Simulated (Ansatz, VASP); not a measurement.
One calculation of AlN, two programs

Contents of INCAR:

```
ALGO = Normal
EDIFF = 1E-6
ENCUT = 520
GGA = CA
ISIF = 2
ISMEAR = 0
LASPH = True
LCHARG = False
LREAL = False
LWAVE = False
NBANDS = 16
NELM = 60
PREC = Accurate
SIGMA = 0.05
```

Contents of KPOINTS:

```
k-points
0
Gamma
  9 9 6
```

The input POSCAR:

```
AlN
1.0
    3.0887424016      0.0000000000      0.0000000000
   -1.5443712008      2.6749293856      0.0000000000
    0.0000000000      0.0000000000      4.9437688231
Al N
2 2
Direct
    0.3277647239      0.6666666667      0.0015212672
    0.6722352761      0.3333333333      0.5015212672
    0.3383023831      0.6666666667      0.3834787328
    0.6616976169      0.3333333333      0.8834787328
```

Input for Ansatz:

```yaml
crystal:
  lattice:
    - [3.0887424016, 0.0, 0.0]
    - [-1.5443712008, 2.6749293856, 0.0]
    - [0.0, 0.0, 4.9437688231]
  atoms:
    - { symbol: Al, position: [0.3277647239, 0.6666666667, 0.0015212672] }
    - { symbol: Al, position: [0.6722352761, 0.3333333333, 0.5015212672] }
    - { symbol: "N", position: [0.3383023831, 0.6666666667, 0.3834787328] }
    - { symbol: "N", position: [0.6616976169, 0.3333333333, 0.8834787328] }
basis:
  ecutwfc: 520.0
kpoints:
  mp_grid: { grid: [9, 9, 6] }
hamiltonian:
  xc: lda
scf:
  occupations: { method: gaussian, width: 0.05 }
output:
  forces: true
  stress: true
  eigenvalues: true
  write_density: true
  write_potential: true
  elf: true
  volumetric_format: npy
```

Change from the starting cell: mode 4 frozen in at -0.017 Å and mode 5 at +0.000 Å (largest displacements).

Alike in both runs: task single point; functional LDA; k mesh 9 × 9 × 6; occupations gaussian, width 0.05 eV; no spin polarisation.

|  | VASP | Ansatz |
| --- | --- | --- |
| version | VASP 6.6.1 | Ansatz 0.2.0 |
| potentials or method | VASP PAW LDA potentials, release 64 (Al, N), cutoff 520 eV | scalar-relativistic, plane waves, PAW |
| valence electrons in the cell | 16 | 16 |

```tsv
	VASP	Ansatz	Ansatz less VASP
gap on the k mesh at the Fermi level (eV)	4.42	4.41	-0.005
least direct gap on the mesh (eV)	4.42	4.41	-0.005
pressure (GPa)	0.6	0.0	-0.59
traceless stress, the component that is largest in VASP (GPa)	-0.05	-0.05	-0.004
rms of the force components (eV/Å)	0.044	0.044	+0.0001
```

LDA's correlation is that of Perdew and Zunger in VASP and of Perdew and Wang (1992) in Ansatz. Atom by atom the forces differ by 0.000 eV/Å (rms over components).
